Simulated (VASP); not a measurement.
BN:

```
B N
1.0
     0.00000    1.71099    1.71099
     1.71099    0.00000    1.71099
     1.71099    1.71099    0.00000
B N
1 1
Direct
  0.00000 0.00000 0.00000
  0.25000 0.25000 0.25000
```

Program: VASP 6.6.1. Alike in all runs: task single point; level PBE; potentials or basis VASP PAW PBE potentials, release 64 (B, N); no spin polarisation; cell as given; cutoff (eV) 600; smearing gaussian 0.01 eV.

Order these runs on this cell by their band gap on the k mesh, lowest first.
A. k mesh 3 × 3 × 3
B. k mesh 2 × 2 × 2
C. k mesh 4 × 4 × 4

B (4.21 eV), C (4.59 eV), A (6.02 eV).

Caveats: all runs use coarse meshes.

A k mesh can miss the band edges, odd and even meshes differently.
